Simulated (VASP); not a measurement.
A run of VASP 6.6.1 is set up as follows.

INCAR

```
  ALGO = Normal
  EDIFF = 1E-6
  EDIFFG = -0.04
  ENCUT = 600
  GGA = PE
  IBRION = 2
  ISIF = 3
  ISMEAR = 0
  LASPH = True
  LCHARG = False
  LREAL = False
  LWAVE = False
  NELM = 100
  NSW = 90
  PREC = Accurate
  SIGMA = 0.1
```

The input KPOINTS:

```
k-points
0
Gamma
  6 6 6
```

Contents of POSCAR:

```
B3As2
1.0
    1.5678799774      0.9052159270      7.2679190111
   -1.5678799774      0.9052159270      7.2679190111
    0.0000000000     -1.8104318540      7.2679190111
B As
3 2
Direct
    0.0000000000      0.0000000000      0.0000000000
    0.2095000000      0.2095000000      0.2095000000
    0.7905000000      0.7905000000      0.7905000000
    0.4000000000      0.4000000000      0.4000000000
    0.6000000000      0.6000000000      0.6000000000
```

Potentials or basis: VASP PAW PBE potentials, release 64 (B, As).

The run is started by

```console
$ cat potpaw_PBE.64/B/POTCAR potpaw_PBE.64/As/POTCAR > POTCAR
$ mpirun -np 1 vasp_std > vasp.out
```

Q: Estimate the relaxed cell.

A: a = 7.062 Å, b = 7.062 Å, c = 7.062 Å, α = 25.53°, β = 25.53°, γ = 25.53°.

Q: What does it give for the space group after relaxing (to 0.05 Å)?

A: R-3m (No. 166).

Q: What does it give for the relaxed volume?

A: 11.52 Å³/atom.

Stress tensor (GPa, compression positive):
```
-0.04  0.00  0.00
 0.00 -0.04  0.00
 0.00  0.00 -0.48
```

Caveat: the k points lie up to 0.39 Å⁻¹ apart in the final cell.
